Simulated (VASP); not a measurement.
Write the native input for VASP 6.6.1 that does the following.

```yaml
Task: single point
Functional: PBE
Potentials_or_basis: VASP PAW PBE potentials, release 64 (Ga_d, S)
Cutoff: 520 eV
k_mesh: 4 × 4 × 6
Occupations: gaussian, width 0.1 eV
Spin: no spin polarisation
Dipole_correction: no
Further_INCAR_settings: ALGO = Normal; EDIFF = 1e-07; NBANDS = 41
```

The structure of Ga2S lies in POSCAR:

```
Ga2S
1.0
    8.5847877711      0.0000000000      0.0000000000
    0.0000000000      8.5847877711      0.0000000000
    0.0000000000      0.0000000000      3.5761574342
Ga S
4 2
Direct
    0.3530188437      0.3530188437      0.0000000000
    0.1469811563      0.8530188437      0.5000000000
    0.6469811563      0.6469811563      0.0000000000
    0.8530188437      0.1469811563      0.5000000000
    0.0000000000      0.0000000000      0.0000000000
    0.5000000000      0.5000000000      0.5000000000
```

The input as run:

INCAR

```
SYSTEM = Ga2S
ALGO = Normal
EDIFF = 1E-7
ENCUT = 520
GGA = PE
ISIF = 2
ISMEAR = 0
LASPH = .TRUE.
LCHARG = .TRUE.
LELF = .TRUE.
LREAL = .FALSE.
LVHAR = .TRUE.
LWAVE = .FALSE.
NBANDS = 41
NELM = 60
PREC = Accurate
SIGMA = 0.1
```

KPOINTS

```
k-points
0
G
  4 4 6
  0 0 0
```

Potentials or basis: VASP PAW PBE potentials, release 64 (Ga_d, S).

Run with:

```bash
$ cat potpaw_PBE.64/Ga_d/POTCAR potpaw_PBE.64/S/POTCAR > POTCAR
$ mpirun -np 1 vasp_std > vasp.out
```

It gave:

The pressure is 0.3 GPa. The largest force is 0.009 eV/Å and the band gap on the k mesh is 0.69 eV.

Caveat: semilocal functionals underestimate gaps, and a narrow one can read as zero.

It took 9.3 min on 1 thread of Intel Xeon 8259CL (shared host), peak memory 0.45 GiB.
